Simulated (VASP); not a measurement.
# GaN (Fm-3m) in VASP: further runs

Runs on GaN. Level: r2SCAN. Tasks: single point.

All numbers are computed with VASP 6.6.1; they aren't measurements. Logs are shortened: lines on timing, memory, paths and dates and some standing lists are left out, and cuts for length are marked.

### 1 The cell of the first run

It takes space group Fm-3m (No. 225, cubic). Conventional cell: a = 4.242 Å, b = 4.242 Å, c = 4.242 Å, α = 90.00°, β = 90.00°, γ = 90.00°. Within 2.8 Å of Ga (site symmetry m-3m) lie 6 N at 2.12 Å. N (site symmetry m-3m) has 6 Ga at 2.12 Å within 2.8 Å.

### 2 Single point, r2SCAN

Input file POSCAR:

```
GaN
1.0
    0.0000000000      2.1209041320      2.1209041320
    2.1209041320      0.0000000000      2.1209041320
    2.1209041320      2.1209041320      0.0000000000
Ga N
1 1
Direct
    0.0000000000      0.0000000000      0.0000000000
    0.5000000000      0.5000000000      0.5000000000
```

Input file INCAR.step1:

```
SYSTEM = GaN
PREC = Accurate
ENCUT = 520
ISMEAR = -1
SIGMA = 0.05
LREAL = .FALSE.
LASPH = .TRUE.
NELM = 60
NBANDS = 16
GGA = PE
ALGO = Normal
EDIFF = 1E-4
LWAVE = .TRUE.
LCHARG = .FALSE.
```

Input file INCAR.step2:

```
SYSTEM = GaN
PREC = Accurate
ENCUT = 520
EDIFF = 1E-6
ISMEAR = -1
SIGMA = 0.05
LREAL = .FALSE.
LASPH = .TRUE.
NELM = 60
ALGO = Normal
ISIF = 2
LWAVE = .FALSE.
LCHARG = .FALSE.
METAGGA = R2SCAN
LMIXTAU = .TRUE.
NBANDS = 16
ISTART = 1
```

Input file KPOINTS:

```
regular mesh
0
G
  11 11 11
  0 0 0
```

Potentials or basis: VASP PAW PBE potentials, release 64 (Ga_d, N).

Command:

```console
> cat potpaw_PBE.64/Ga_d/POTCAR potpaw_PBE.64/N/POTCAR > POTCAR
> cp INCAR.step1 INCAR
> mpirun -np 1 vasp_std > vasp.out
> cp INCAR.step2 INCAR
> mpirun -np 1 vasp_std > vasp.out
```

OUTCAR:

```text
SYSTEM = GaN
   PREC = Accurate
   ENCUT = 520
   EDIFF = 1E-6
   ISMEAR = -1
   LREAL = .FALSE.
   LASPH = .TRUE.
   NELM = 60
   ISIF = 2
   METAGGA = R2SCAN
   ISTART = 1

 ion  position               nearest neighbor table
   1  0.000  0.000  0.000-   2 2.12   2 2.12   2 2.12   2 2.12   2 2.12   2 2.12
   2  0.500  0.500  0.500-   1 2.12   1 2.12   1 2.12   1 2.12   1 2.12   1 2.12

  LATTYP: Found a face centered cubic cell.
 ALAT       =     4.2418082640

  Lattice vectors:

 A1 = (   0.0000000000,   2.1209041320,   2.1209041320)
 A2 = (   2.1209041320,   0.0000000000,   2.1209041320)
 A3 = (   2.1209041320,   2.1209041320,   0.0000000000)

Analysis of symmetry for initial positions (statically):
=====================================================================
 Subroutine PRICEL returns:
 Original cell was already a primitive cell.

 Routine SETGRP: Setting up the symmetry group for a
 face centered cubic supercell.

 Subroutine GETGRP returns: Found 48 space group operations
 (whereof 48 operations were pure point group operations)
 out of a pool of 48 trial point group operations.

The static configuration has the point symmetry O_h .

Analysis of symmetry for dynamics (positions and initial velocities):
=====================================================================
 Subroutine PRICEL returns:
 Original cell was already a primitive cell.

 Routine SETGRP: Setting up the symmetry group for a
 face centered cubic supercell.

 Subroutine GETGRP returns: Found 48 space group operations
 (whereof 48 operations were pure point group operations)
 out of a pool of 48 trial point group operations.

The dynamic configuration has the point symmetry O_h .

 Subroutine INISYM returns: Found 48 space group operations
 (whereof 48 operations are pure point group operations),
 and found     1 'primitive' translations

----------------------------------------------------------------------------------------

                                     Primitive cell

  volume of cell :      19.0806

  direct lattice vectors                    reciprocal lattice vectors
     0.000000000  2.120904132  2.120904132    -0.235748515  0.235748515  0.235748515
     2.120904132  0.000000000  2.120904132     0.235748515 -0.235748515  0.235748515
     2.120904132  2.120904132  0.000000000     0.235748515  0.235748515 -0.235748515

  length of vectors
     2.999411388  2.999411388  2.999411388     0.408328406  0.408328406  0.408328406

  position of ions in fractional coordinates (direct lattice)
     0.000000000  0.000000000  0.000000000
     0.500000000  0.500000000  0.500000000

  ion indices of the primitive-cell ions
   primitive index   ion index
                 1           1
                 2           2

----------------------------------------------------------------------------------------

 KPOINTS: regular mesh

Automatic generation of k-mesh.
 Grid dimensions read from file:
 generate k-points for:   11   11   11

 Generating k-lattice:

  Cartesian coordinates                     Fractional coordinates (reciprocal lattice)
    -0.021431683  0.021431683  0.021431683     0.090909091  0.000000000  0.000000000
     0.021431683 -0.021431683  0.021431683     0.000000000  0.090909091  0.000000000
     0.021431683  0.021431683 -0.021431683     0.000000000  0.000000000  0.090909091

  Length of vectors
     0.037120764  0.037120764  0.037120764

  Shift w.r.t. Gamma in fractional coordinates (k-lattice)
     0.000000000  0.000000000  0.000000000

 Subroutine IBZKPT returns following result:
 ===========================================

 Found     56 irreducible k-points:

 Following reciprocal coordinates:
            Coordinates               Weight
  0.000000  0.000000  0.000000      1.000000
  0.090909  0.000000  0.000000      8.000000
  0.181818  0.000000  0.000000      8.000000
  0.272727  0.000000  0.000000      8.000000
  0.363636  0.000000  0.000000      8.000000
  0.454545  0.000000  0.000000      8.000000
[... 16 lines left out ...]
 -0.272727  0.181818  0.000000     24.000000
 -0.181818  0.181818  0.000000     12.000000
 [... further k-points ...]
   k-points           NKPTS =     56   k-points in BZ     NKDIM =     56   number of bands    NBANDS=     16
   number of dos      NEDOS =    301   number of ions     NIONS =      2
   total plane-waves  NPLWV =  13824
   dimension x,y,z NGX =    24 NGY =   24 NGZ =   24
   dimension x,y,z NGXF=    48 NGYF=   48 NGZF=   48
   ions per type =               1   1
   NGX,Y,Z   is equivalent  to a cutoff of  13.30, 13.30, 13.30 a.u.
   NGXF,Y,Z  is equivalent  to a cutoff of  26.60, 26.60, 26.60 a.u.
 SYSTEM =  GaN
   PREC   = accura    normal or accurate (medium, high low for compatibility)
   ISTART =      1    job   : 0-new  1-cont  2-samecut
   ICHARG =      0    charge: 1-file 2-atom 10-const
   ISPIN  =      1    spin polarized calculation?
   LNONCOLLINEAR =      F non collinear calculations
   LSORBIT =      F    spin-orbit coupling
   LASPH  =      T    aspherical Exc in radial PAW
   ENCUT  =  520.0 eV  38.22 Ry    6.18 a.u.   5.58  5.58  5.58*2*pi/ulx,y,z
   NELM   =     60;   NELMIN=  2; NELMDL=  0     # of ELM steps
   EDIFF  = 0.1E-05   stopping-criterion for ELM
   LREAL  =      F    real-space projection
   EDIFFG = 0.1E-04   stopping-criterion for IOM
   NSW    =      0    number of steps for IOM
   IBRION =     -1    ionic relax: 0-MD 1-quasi-New 2-CG
   NFREE  =      0    steps in history (QN), initial steepest desc. (CG)
   ISIF   =      2    stress and relaxation
   ISYM   =      2    0-nonsym 1-usesym 2-fastsym
   POTIM  = 0.5000    time-step for ionic-motion
   TEBEG  =    0.0;   TEEND  =   0.0 temperature during run
   PSTRESS=    0.0 pullay stress
   NELECT =      18.0000    total number of electrons
   NUPDOWN=      -1.0000    fix difference up-down
   EMIN   =  10.00;   EMAX   =-10.00  energy-range for DOS
   EFERMI =   0.00;   METHOD = LEGACY
   ISMEAR =    -1;   SIGMA  =   0.05  broadening in eV -4-tet -1-fermi 0-gaus
   EFERMI_NEDOS =   21; number of points for ismear=-14 and -15
   IALGO  =     38    algorithm
   IMIX   =      4    mixing-type and parameters
     AMIX     =   0.40;   BMIX     =  1.00
     AMIX_MAG =   1.60;   BMIX_MAG =  1.00
  volume/ion in A,a.u.               =       9.54        64.38
  Fermi-wavevector in a.u.,A,eV,Ry     =   1.605590  3.034125 35.074717  2.577919
  Thomas-Fermi vector in A             =   2.701912
   LORBIT       =      0    0 simple, 1 ext, 2 COOP (PROOUT), +10 PAW based schemes
   METAGGA = R2SCAN    functional components
   LHFCALC =     F    Hartree Fock is set to
   AEXX    =    0.0000 exact exchange contribution
   IVDW    =     0    specifies the selected vdW correction
   LEPSILON=     F    determine dielectric tensor
   LRPA    =     F    only Hartree local field effects (RPA)
 non-spin polarized calculation
  energy-cutoff  :      520.00
  volume of cell :       19.08
 maximum number of plane-waves:       532
   NGX = 11   NGY = 11   NGZ = 11

 number of electron      18.0000009 magnetization

 Free energy of the ion-electron system (eV)
  ---------------------------------------------------
  ext. energy  EPLUGINS =         0.00000000
  ---------------------------------------------------
  free energy    TOTEN  =       -20.97468821 eV

  energy without entropy =      -20.97468802  energy(sigma->0) =      -20.97468811

 E-fermi :   8.1602     XC(G=0): -14.1059

 val. band max:        7.5371039862   @ k =  -0.1818   0.1818   0.0000
 cond. band min:       8.7131225610   @ k =   0.4545   0.4545   0.0000
 fundamental gap:      1.1760185749
 Fermi energy:         8.1601807963

 k-point     1 :       0.0000    0.0000    0.0000
  band No.  band energies     occupation
      1     -10.4312      2.00000
      2      -6.8678      2.00000
      3      -6.8678      2.00000
      4      -6.8678      2.00000
      5      -6.8017      2.00000
      6      -6.8017      2.00000
[... 8 lines left out ...]
     15      24.2811      0.00000
     16      24.2811      0.00000

 k-point     2 :       0.0909    0.0000    0.0000
  band No.  band energies     occupation
      1     -10.2709      2.00000
      2      -6.8738      2.00000
      3      -6.8611      2.00000
      4      -6.8610      2.00000
      5      -6.8120      2.00000
      6      -6.8120      2.00000
[... 8 lines left out ...]
     15      24.2125      0.00000
     16      24.2607      0.00000

 k-point     3 :       0.1818    0.0000    0.0000
  band No.  band energies     occupation
      1      -9.8044      2.00000
      2      -6.8902      2.00000
      3      -6.8886      2.00000
      4      -6.8886      2.00000
      5      -6.7935      2.00000
      6      -6.7934      2.00000
[... 8 lines left out ...]
     15      25.0360      0.00000
     16      25.0361      0.00000

 k-point     4 :       0.2727    0.0000    0.0000
  band No.  band energies     occupation
      1      -9.0842      2.00000
      2      -6.9513      2.00000
      3      -6.9512      2.00000
      4      -6.9148      2.00000
      5      -6.7416      2.00000
      6      -6.7416      2.00000
[... 8 lines left out ...]
     15      26.5913      0.00000
     16      26.5914      0.00000
[... 324 lines left out ...]
 k-point    22 :      -0.3636    0.1818    0.0000
  band No.  band energies     occupation
      1      -8.1086      2.00000
      2      -6.9924      2.00000
      3      -6.9746      2.00000
      4      -6.8290      2.00000
      5      -6.6855      2.00000
      6      -5.9958      2.00000
[... 8 lines left out ...]
     15      28.3585      0.00000
     16      29.1048      0.00000

 k-point    23 :      -0.2727    0.1818    0.0000
  band No.  band energies     occupation
      1      -8.4047      2.00000
      2      -6.9863      2.00000
      3      -6.9619      2.00000
      4      -6.8794      2.00000
      5      -6.7350      2.00000
      6      -6.3711      2.00000
[... 8 lines left out ...]
     15      27.5682      0.00000
     16      29.8218      0.00000

 k-point    24 :      -0.1818    0.1818    0.0000
  band No.  band energies     occupation
      1      -8.9473      2.00000
      2      -6.9574      2.00000
      3      -6.9394      2.00000
      4      -6.9018      2.00000
      5      -6.7809      2.00000
      6      -6.5959      2.00000
[... 8 lines left out ...]
     15      26.8667      0.00000
     16      28.9593      0.00000

 [... further k-points ...]

------------------------ aborting loop because EDIFF is reached ----------------------------------------

  FORCE on cell =-STRESS in cart. coord.  units (eV):
  Direction    XX          YY          ZZ          XY          YZ          ZX
  --------------------------------------------------------------------------------------
  -------------------------------------------------------------------------------------
  Total       -0.3470717     -0.3470717     -0.3470717     -0.0000000     -0.0000000     -0.0000000
  in kB      -29.1431596    -29.1431596    -29.1431596     -0.0000000     -0.0000000     -0.0000000
  external PRESSURE =     -29.1431596 kB  Pullay stress =       0.0000000 kB

 VOLUME and BASIS-vectors are now :
 -----------------------------------------------------------------------------
  energy-cutoff  :      520.00
  volume of cell :       19.08
      direct lattice vectors                 reciprocal lattice vectors
     0.000000000  2.120904132  2.120904132    -0.235748515  0.235748515  0.235748515
     2.120904132  0.000000000  2.120904132     0.235748515 -0.235748515  0.235748515
     2.120904132  2.120904132  0.000000000     0.235748515  0.235748515 -0.235748515

 POSITION                                       TOTAL-FORCE (eV/Angst)
 -----------------------------------------------------------------------------------
      0.00000      0.00000      0.00000        -0.000000      0.000000     -0.000000
      2.12090      2.12090      2.12090         0.000000     -0.000000      0.000000
 -----------------------------------------------------------------------------------
    total drift:                                0.000000     -0.000000     -0.000000

  FREE ENERGIE OF THE ION-ELECTRON SYSTEM (eV)
  ---------------------------------------------------
  free  energy   TOTEN  =       -20.9746882063 eV

  energy  without entropy=      -20.9746880185  energy(sigma->0) =      -20.97468811
```

It took 2.2 min on 1 thread of AMD EPYC 7R43 (Zen 3), shared host; peak memory 0.11 GiB.

What came out:

```
Free energy            : -20.9747 eV
Pressure               : -2.9 GPa
Band gap on the k mesh : 1.18 eV, indirect (least direct gap 3.18 eV)
```

Caveat: the PAW data sets were made with another functional, which shifts forces and pressure a little. A k mesh can miss the band edges.

(Part 1 of 2 ends here.)
